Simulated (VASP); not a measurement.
Input of a VASP 6.6.1 run:

INCAR

```
SYSTEM = Cu
PREC     = Accurate       ! precision mode
ENCUT    = 520            ! plane-wave cutoff, eV
EDIFF    = 1E-6           ! SCF threshold, eV
ISMEAR   = 0              ! smearing method
SIGMA    = 0.15           ! smearing width, eV
LREAL    = .False.        ! projectors in reciprocal space
LASPH    = .True.         ! aspherical terms in the spheres
NELM     = 60             ! most SCF steps
ALGO     = Normal         ! electronic algorithm
ISIF     = 2              ! what is computed and relaxed
LWAVE    = .False.        ! write WAVECAR
LCHARG   = .True.         ! write CHGCAR
LELF     = .True.         ! ELF
LVHAR    = .True.       
NBANDS   = 12             ! bands
```

Contents of KPOINTS:

```
Automatic mesh
0
Gamma
  22 22 22
  0 0 0
```

File POSCAR:

```
Cu
1.0
   -1.3560500000      1.3560500000      1.3243000000
    1.3560500000     -1.3560500000      1.3243000000
    1.3560500000      1.3560500000     -1.3243000000
Cu
1
Direct
    0.0000000000      0.0000000000      0.0000000000
```

Potentials or basis: VASP PAW LDA potentials, release 64 (Cu).

Command:

```console
$ cat potpaw_LDA.64/Cu/POTCAR > POTCAR
$ mpirun -np 1 vasp_std > vasp.out
```

Task: Estimate the band gap on the k mesh.

Result: Zero (an odd number of electrons rules out a gap without spin polarisation).

Task: What does it give for the pressure?

Result: 29.4 GPa.

Stress tensor (GPa, compression positive):
```
29.43  0.00  0.00
 0.00 29.43  0.00
 0.00  0.00 29.25
```

Caveat: the cell stands under pressure.
